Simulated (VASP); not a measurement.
# As (Fm-3m) in VASP: further runs

As is run at these levels: LDA; tasks: relaxation of cell and atoms.

All numbers are computed with VASP 6.6.1; they aren't measurements. Logs are shortened: lines on timing, memory, paths and dates and some standing lists are left out, and cuts for length are marked.

**1. The cell of the first run**

It takes space group Fm-3m (No. 225, cubic). Conventional cell: a = 4.420 Å, b = 4.420 Å, c = 4.420 Å, α = 90.00°, β = 90.00°, γ = 90.00°. Within 4.1 Å of As (site symmetry m-3m) lie 12 As at 3.13 Å.

This isn't the form of As at room conditions, which is rhombohedral.

**2. Relaxation of cell and atoms, LDA, target pressure 5 GPa, at which the enthalpy is minimised**

The input, INCAR:

```
PREC     = Accurate       # precision mode
ENCUT    = 500            # plane-wave cutoff, eV
EDIFF    = 1E-7           # SCF threshold, eV
ISMEAR   = -1             # smearing method
SIGMA    = 0.1            # smearing width, eV
LREAL    = F              # projectors in reciprocal space
LASPH    = T              # aspherical terms in the spheres
NELM     = 120            # most SCF steps
ALGO     = Normal         # electronic algorithm
ISIF     = 3              # what is computed and relaxed
LWAVE    = F              # write WAVECAR
LCHARG   = F              # write CHGCAR
IBRION   = 2              # ionic algorithm
NSW      = 80             # ionic steps
EDIFFG   = -0.01          # ionic threshold
PSTRESS  = 50.0         
GGA_COMPAT= F            
NELMIN   = 4
```

The input, KPOINTS:

```
Automatic mesh
0
Gamma
  16 16 16
```

The input, POSCAR:

```
As
1.0
    0.0000000000      2.2100000000      2.2100000000
    2.2100000000      0.0000000000      2.2100000000
    2.2100000000      2.2100000000      0.0000000000
As
1
Direct
    0.0000000000      0.0000000000      0.0000000000
```

Potentials or basis: VASP PAW LDA potentials, release 64 (As).

Started as:

```sh
> cat potpaw_LDA.64/As/POTCAR > POTCAR
> mpirun -np 1 vasp_std > vasp.out
```

OUTCAR:

```text
PREC = Accurate
   ENCUT = 500
   EDIFF = 1E-7
   ISMEAR = -1
   LREAL = F
   LASPH = T
   NELM = 120
   ISIF = 3
   IBRION = 2
   NSW = 80
   EDIFFG = -0.01
   PSTRESS = 50.0
   NELMIN = 4

 ion  position               nearest neighbor table
   1  0.000  0.000  0.000-

  LATTYP: Found a face centered cubic cell.
 ALAT       =     4.4200000000

  Lattice vectors:

 A1 = (   0.0000000000,   2.2100000000,   2.2100000000)
 A2 = (   2.2100000000,   0.0000000000,   2.2100000000)
 A3 = (   2.2100000000,   2.2100000000,   0.0000000000)

Analysis of symmetry for initial positions (statically):
=====================================================================
 Subroutine PRICEL returns:
 Original cell was already a primitive cell.

 Routine SETGRP: Setting up the symmetry group for a
 face centered cubic supercell.

 Subroutine GETGRP returns: Found 48 space group operations
 (whereof 48 operations were pure point group operations)
 out of a pool of 48 trial point group operations.

The static configuration has the point symmetry O_h .

Analysis of symmetry for dynamics (positions and initial velocities):
=====================================================================
 Subroutine PRICEL returns:
 Original cell was already a primitive cell.

 Routine SETGRP: Setting up the symmetry group for a
 face centered cubic supercell.

 Subroutine GETGRP returns: Found 48 space group operations
 (whereof 48 operations were pure point group operations)
 out of a pool of 48 trial point group operations.

The dynamic configuration has the point symmetry O_h .

 Subroutine INISYM returns: Found 48 space group operations
 (whereof 48 operations are pure point group operations),
 and found     1 'primitive' translations

----------------------------------------------------------------------------------------

                                     Primitive cell

  volume of cell :      21.5877

  direct lattice vectors                    reciprocal lattice vectors
     0.000000000  2.210000000  2.210000000    -0.226244344  0.226244344  0.226244344
     2.210000000  0.000000000  2.210000000     0.226244344 -0.226244344  0.226244344
     2.210000000  2.210000000  0.000000000     0.226244344  0.226244344 -0.226244344

  length of vectors
     3.125411973  3.125411973  3.125411973     0.391866699  0.391866699  0.391866699

  position of ions in fractional coordinates (direct lattice)
     0.000000000  0.000000000  0.000000000

  ion indices of the primitive-cell ions
   primitive index   ion index
                 1           1

----------------------------------------------------------------------------------------

 KPOINTS: Automatic mesh

Automatic generation of k-mesh.
 Grid dimensions read from file:
 generate k-points for:   16   16   16

 Generating k-lattice:

  Cartesian coordinates                     Fractional coordinates (reciprocal lattice)
    -0.014140271  0.014140271  0.014140271     0.062500000  0.000000000  0.000000000
     0.014140271 -0.014140271  0.014140271     0.000000000  0.062500000  0.000000000
     0.014140271  0.014140271 -0.014140271     0.000000000  0.000000000  0.062500000

  Length of vectors
     0.024491669  0.024491669  0.024491669

  Shift w.r.t. Gamma in fractional coordinates (k-lattice)
     0.000000000  0.000000000  0.000000000

 Subroutine IBZKPT returns following result:
 ===========================================

 Found    145 irreducible k-points:

 Following reciprocal coordinates:
            Coordinates               Weight
  0.000000  0.000000  0.000000      1.000000
  0.062500  0.000000  0.000000      8.000000
  0.125000  0.000000  0.000000      8.000000
  0.187500  0.000000  0.000000      8.000000
  0.250000  0.000000  0.000000      8.000000
  0.312500  0.000000  0.000000      8.000000
[... 16 lines left out ...]
 -0.125000  0.062500  0.000000     24.000000
 -0.062500  0.062500  0.000000     12.000000
 [... further k-points ...]
   k-points           NKPTS =    145   k-points in BZ     NKDIM =    145   number of bands    NBANDS=      6
   number of dos      NEDOS =    301   number of ions     NIONS =      1
   total plane-waves  NPLWV =  13824
   dimension x,y,z NGX =    24 NGY =   24 NGZ =   24
   dimension x,y,z NGXF=    48 NGYF=   48 NGZF=   48
   ions per type =               1
   NGX,Y,Z   is equivalent  to a cutoff of  12.77, 12.77, 12.77 a.u.
   NGXF,Y,Z  is equivalent  to a cutoff of  25.53, 25.53, 25.53 a.u.
 SYSTEM =  unknown system
   PREC   = accura    normal or accurate (medium, high low for compatibility)
   ISTART =      0    job   : 0-new  1-cont  2-samecut
   ICHARG =      2    charge: 1-file 2-atom 10-const
   ISPIN  =      1    spin polarized calculation?
   LNONCOLLINEAR =      F non collinear calculations
   LSORBIT =      F    spin-orbit coupling
   LASPH  =      T    aspherical Exc in radial PAW
   ENCUT  =  500.0 eV  36.75 Ry    6.06 a.u.   5.70  5.70  5.70*2*pi/ulx,y,z
   NELM   =    120;   NELMIN=  4; NELMDL= -5     # of ELM steps
   EDIFF  = 0.1E-06   stopping-criterion for ELM
   LREAL  =      F    real-space projection
   EDIFFG = -.1E-01   stopping-criterion for IOM
   NSW    =     80    number of steps for IOM
   IBRION =      2    ionic relax: 0-MD 1-quasi-New 2-CG
   NFREE  =      1    steps in history (QN), initial steepest desc. (CG)
   ISIF   =      3    stress and relaxation
   ISYM   =      2    0-nonsym 1-usesym 2-fastsym
   POTIM  = 0.5000    time-step for ionic-motion
   TEBEG  =    0.0;   TEEND  =   0.0 temperature during run
   PSTRESS=   50.0 pullay stress
   NELECT =       5.0000    total number of electrons
   NUPDOWN=      -1.0000    fix difference up-down
   EMIN   =  10.00;   EMAX   =-10.00  energy-range for DOS
   EFERMI =   0.00;   METHOD = LEGACY
   ISMEAR =    -1;   SIGMA  =   0.10  broadening in eV -4-tet -1-fermi 0-gaus
   EFERMI_NEDOS =   21; number of points for ismear=-14 and -15
   IALGO  =     38    algorithm
   IMIX   =      4    mixing-type and parameters
     AMIX     =   0.40;   BMIX     =  1.00
     AMIX_MAG =   1.60;   BMIX_MAG =  1.00
  volume/ion in A,a.u.               =      21.59       145.68
  Fermi-wavevector in a.u.,A,eV,Ry     =   1.005378  1.899888 13.752554  1.010784
  Thomas-Fermi vector in A             =   2.138053
   LORBIT       =      0    0 simple, 1 ext, 2 COOP (PROOUT), +10 PAW based schemes
   GGA     = CA    functional components
   LHFCALC =     F    Hartree Fock is set to
   AEXX    =    0.0000 exact exchange contribution
   IVDW    =     0    specifies the selected vdW correction
   LEPSILON=     F    determine dielectric tensor
   LRPA    =     F    only Hartree local field effects (RPA)
 conjugate gradient relaxation of ions
 non-spin polarized calculation
  energy-cutoff  :      500.00
  volume of cell :       21.59
 maximum number of plane-waves:       568
   NGX = 11   NGY = 11   NGZ = 11

--------------------------------------- Ionic step        1  -------------------------------------------

 number of electron       5.0000000 magnetization

 Free energy of the ion-electron system (eV)
  ---------------------------------------------------
  ext. energy  EPLUGINS =         0.00000000
  ---------------------------------------------------
  free energy    TOTEN  =        -4.76399556 eV

  energy without entropy =       -4.74074645  energy(sigma->0) =       -4.75237100

------------------------ aborting loop because EDIFF is reached ----------------------------------------

  FORCE on cell =-STRESS in cart. coord.  units (eV):
  Direction    XX          YY          ZZ          XY          YZ          ZX
  --------------------------------------------------------------------------------------
  -------------------------------------------------------------------------------------
  Total       -1.5016082     -1.5016082     -1.5016082      0.0000000     -0.0000000      0.0000000
  in kB     -111.4449533   -111.4449533   -111.4449533      0.0000000     -0.0000000      0.0000000
  external PRESSURE =    -161.4449533 kB  Pullay stress =      50.0000000 kB
[... 170 lines left out ...]
  enthalpy is  TOTEN    =        -4.3472856324 eV   P V=        0.5420033057

--------------------------------------- Ionic step        6  -------------------------------------------

 number of electron       5.0000000 magnetization

 Free energy of the ion-electron system (eV)
  ---------------------------------------------------
  ext. energy  EPLUGINS =         0.00000000
  ---------------------------------------------------
  free energy    TOTEN  =        -4.88835866 eV

  energy without entropy =       -4.86795446  energy(sigma->0) =       -4.87815656

 E-fermi :   7.6840     XC(G=0): -11.2981

 val. band max:        7.6701318310   @ k =   0.4375   0.3125   0.0625
 cond. band min:       7.6873678777   @ k =   0.5000   0.4375   0.0625
 fundamental gap:      0.0172360467
 Fermi energy:         7.6840435947

 k-point     1 :       0.0000    0.0000    0.0000
  band No.  band energies     occupation
      1      -8.3282      2.00000
      2      14.1421      0.00000
      3      14.1421      0.00000
      4      14.1421      0.00000
      5      20.4975      0.00000
      6      20.4975      0.00000

 k-point     2 :       0.0625    0.0000    0.0000
  band No.  band energies     occupation
      1      -8.2284      2.00000
      2      13.2724      0.00000
      3      14.0159      0.00000
      4      14.0159      0.00000
      5      20.0641      0.00000
      6      20.7285      0.00000
[... 190 lines left out ...]
 k-point    24 :      -0.0625    0.0625    0.0000
  band No.  band energies     occupation
      1      -8.0624      2.00000
      2      12.4549      0.00000
      3      13.0987      0.00000
      4      14.1493      0.00000
      5      19.7406      0.00000
      6      20.7428      0.00000

 [... further k-points ...]
[... 5 lines left out ...]
  --------------------------------------------------------------------------------------
  -------------------------------------------------------------------------------------
  Total        0.5409271      0.5409271      0.5409271      0.0000000     -0.0000000     -0.0000000
  in kB       49.9882826     49.9882826     49.9882826      0.0000000     -0.0000000     -0.0000000
  external PRESSURE =      -0.0117174 kB  Pullay stress =      50.0000000 kB
[... 16 lines left out ...]
  FREE ENERGIE OF THE ION-ELECTRON SYSTEM (eV)
  ---------------------------------------------------
  free  energy   TOTEN  =        -4.8883586604 eV

  energy  without entropy=       -4.8679544609  energy(sigma->0) =       -4.87815656

  enthalpy is  TOTEN    =        -4.3473048013 eV   P V=        0.5410538591

 reached required accuracy - stopping structural energy minimisation
```

It took 13 s on 1 thread of Intel Xeon 6975P-C (Granite Rapids), shared host; peak memory 0.14 GiB.

Results:

```
Free energy                                                : -4.8884 eV
Relaxed volume                                             : 17.34 Å³/atom
Relaxed cell                                               : a = 2.905 Å, b = 2.905 Å, c = 2.905 Å, α = 60.00°, β = 60.00°, γ = 60.00°
Space group after relaxing (to 0.1 Å)                      : Fm-3m (No. 225)
Energy change on relaxing (the run minimises the enthalpy) : -124.4 meV/atom
Ionic steps                                                : 6
Pressure after relaxing                                    : 5.0 GPa
Band gap on the k mesh                                     : zero (an odd number of electrons rules out a gap without spin polarisation)
```

The path:
| step | energy change (eV) | largest force (eV/Å) | pressure (GPa) | volume (Å³) |
| --- | --- | --- | --- | --- |
| 1 | 0.0000 | 0.0000 | -11.14 | 21.59 |
| 2 | 0.0201 | 0.0000 | 21.52 | 15.48 |
| 3 | -0.1254 | 0.0000 | 4.77 | 17.37 |
| 4 | -0.1229 | 0.0000 | 5.30 | 17.29 |
| 5 | -0.1253 | 0.0000 | 4.80 | 17.37 |
| 6 | -0.1244 | 0.0000 | 5.00 | 17.34 |

Final structure:
```yaml
crystal:
  lattice:
    - [0.00000, 2.05424, 2.05424]
    - [2.05424, 0.00000, 2.05424]
    - [2.05424, 2.05424, 0.00000]
  atoms:
    - { symbol: As, position: [0.00000, 0.00000, 0.00000] }
```

Levels at points of the mesh, in eV from the Fermi level:
```
           k point  band 1  band 2  band 3  band 4  band 5
(0.00, 0.00, 0.00)  -16.01    6.46    6.46    6.46   12.81
(0.50, 0.00, 0.00)  -11.02   -7.43    4.52    4.52   10.51
(0.50, 0.50, 0.00)   -8.86   -6.22    0.57    0.57    5.16
```

Caveat: the cell is relaxed towards a set pressure, so the run minimises the enthalpy, not the energy; the volume moved by over 15 % at a fixed basis, so the end points are rough.

**3. Relaxation of cell and atoms, LDA, target pressure 10 GPa, at which the enthalpy is minimised**

The input, INCAR:

```
SYSTEM = As
PREC = Accurate
ENCUT = 500
EDIFF = 1E-7
ISMEAR = -1
SIGMA = 0.1
LREAL = .False.
LASPH = .True.
NELM = 120
ALGO = Normal
ISIF = 3
LWAVE = .False.
LCHARG = .False.
IBRION = 2
NSW = 80
EDIFFG = -0.01
PSTRESS = 100.0
GGA_COMPAT = .False.
NELMIN = 4
```

The input, KPOINTS:

```
regular mesh
0
Gamma
  16 16 16
  0 0 0
```

POSCAR is that of step 2.

Potentials or basis: VASP PAW LDA potentials, release 64 (As).

Started as:

```sh
> cat potpaw_LDA.64/As/POTCAR > POTCAR
> mpirun -np 1 vasp_std > vasp.out
```

Run time: 15 s. Hardware: 1 thread of Intel Xeon 6975P-C (Granite Rapids), shared host; peak memory 0.14 GiB.

Results (log left out):

| Item | Value |
| --- | --- |
| Free energy | -4.8568 eV |
| Relaxed volume | 16.65 Å³/atom |
| Relaxed cell | a = 2.866 Å, b = 2.866 Å, c = 2.866 Å, α = 60.00°, β = 60.00°, γ = 60.00° |
| Space group after relaxing (to 0.1 Å) | Fm-3m (No. 225) |
| Energy change on relaxing (the run minimises the enthalpy) | -92.8 meV/atom |
| Ionic steps | 7 |
| Pressure after relaxing | 10.0 GPa |
| Band gap on the k mesh | zero (an odd number of electrons rules out a gap without spin polarisation) |

The path:
```
step  energy change (eV)  largest force (eV/Å)  pressure (GPa)  volume (Å³)
   1              0.0000                0.0000          -11.14        21.59
   2              0.3548                0.0000           46.56        13.85
   3             -0.0998                0.0000            9.04        16.77
   4             -0.0942                0.0000            9.81        16.68
   5             -0.0886                0.0000           10.53        16.59
   6             -0.0963                0.0000            9.54        16.71
   7             -0.0928                0.0000           10.00        16.65
```

Final structure:
```yaml
crystal:
  lattice:
    - [0.00000, 2.02692, 2.02692]
    - [2.02692, 0.00000, 2.02692]
    - [2.02692, 2.02692, 0.00000]
  atoms:
    - { symbol: As, position: [0.00000, 0.00000, 0.00000] }
```

Levels at points of the mesh, in eV from the Fermi level:
```csv
k point,band 1,band 2,band 3,band 4,band 5,band 6
"(0.00, 0.00, 0.00)",-16.42,6.81,6.81,6.81,12.98,12.98
"(0.50, 0.00, 0.00)",-11.15,-7.76,4.75,4.75,10.84,11.78
"(0.50, 0.50, 0.00)",-8.85,-6.50,0.59,0.59,5.20,5.59
```

Caveat: the cell is relaxed towards a set pressure, so the run minimises the enthalpy, not the energy; the volume moved by over 15 % at a fixed basis, so the end points are rough.

**4. Relaxation of cell and atoms, LDA, target pressure 20 GPa, at which the enthalpy is minimised**

The input, INCAR:

```
SYSTEM = As
PREC     = Accurate       ! precision mode
ENCUT    = 500            ! plane-wave cutoff, eV
EDIFF    = 1E-7           ! SCF threshold, eV
ISMEAR   = -1             ! smearing method
SIGMA    = 0.1            ! smearing width, eV
LREAL    = .FALSE.        ! projectors in reciprocal space
LASPH    = .TRUE.         ! aspherical terms in the spheres
NELM     = 120            ! most SCF steps
ALGO     = Normal         ! electronic algorithm
ISIF     = 3              ! what is computed and relaxed
LWAVE    = .FALSE.        ! write WAVECAR
LCHARG   = .FALSE.        ! write CHGCAR
IBRION   = 2              ! ionic algorithm
NSW      = 80             ! ionic steps
EDIFFG   = -0.01          ! ionic threshold
PSTRESS  = 200.0        
GGA_COMPAT= .FALSE.      
NELMIN   = 4
```

The input, KPOINTS:

```
regular mesh
0
G
  16 16 16
  0 0 0
```

POSCAR is that of step 3.

Started as:

```sh
> cat potpaw_LDA.64/As/POTCAR > POTCAR
> mpirun -np 1 vasp_std > vasp.out
```

Wall time 12 s (1 thread of Intel Xeon 6975P-C (Granite Rapids), shared host); peak memory 0.15 GiB.

It converged, with:

- Free energy: -4.7608 eV
- Relaxed volume: 15.61 Å³/atom
- Relaxed cell: a = 2.805 Å, b = 2.805 Å, c = 2.805 Å, α = 60.00°, β = 60.00°, γ = 60.00°
- Space group after relaxing (to 0.1 Å): Fm-3m (No. 225)
- Energy change on relaxing (the run minimises the enthalpy): +3.2 meV/atom
- Ionic steps: 5
- Pressure after relaxing: 20.0 GPa
- Band gap on the k mesh: zero (an odd number of electrons rules out a gap without spin polarisation)

The path:
| step | energy change (eV) | largest force (eV/Å) | pressure (GPa) | volume (Å³) |
| --- | --- | --- | --- | --- |
| 1 | 0.0000 | 0.0000 | -11.14 | 21.59 |
| 2 | 1.9292 | 0.0000 | 143.68 | 10.95 |
| 3 | -0.0438 | 0.0000 | 15.50 | 16.04 |
| 4 | -0.0132 | 0.0000 | 18.50 | 15.75 |
| 5 | 0.0032 | 0.0000 | 20.01 | 15.61 |

Final structure:
```yaml
crystal:
  lattice:
    - [0.00000, 1.98362, 1.98362]
    - [1.98362, 0.00000, 1.98362]
    - [1.98362, 1.98362, 0.00000]
  atoms:
    - { symbol: As, position: [0.00000, 0.00000, 0.00000] }
```

Levels at points of the mesh, in eV from the Fermi level:
```csv
k point,band 1,band 2,band 3,band 4,band 5
"(0.00, 0.00, 0.00)",-17.12,7.40,7.40,7.40,13.26
"(0.50, 0.00, 0.00)",-11.38,-8.31,5.16,5.16,11.41
"(0.50, 0.50, 0.00)",-8.84,-6.96,0.62,0.62,5.29
```

Caveat: the cell is relaxed towards a set pressure, so the run minimises the enthalpy, not the energy; the volume moved by over 15 % at a fixed basis, so the end points are rough.

**5. Summary**

```tsv
cell	gap on the mesh (eV)	pressure (GPa)
relaxed to 5 GPa	none	5.0
relaxed to 10 GPa	none	10.0
relaxed to 20 GPa	none	20.0
```

Alike in all rows: task relaxation of cell and atoms; level LDA; potentials or basis VASP PAW LDA potentials, release 64 (As); no spin polarisation; k mesh 16 × 16 × 16; cutoff (eV) 500; smearing fermi-dirac 0.1 eV.

Caveats: the cell is relaxed towards a set pressure, so the run minimises the enthalpy, not the energy; the volume moved by over 15 % at a fixed basis, so the end points are rough.

Total energies depend on the potentials used, so only differences within one code and one set of settings carry meaning.
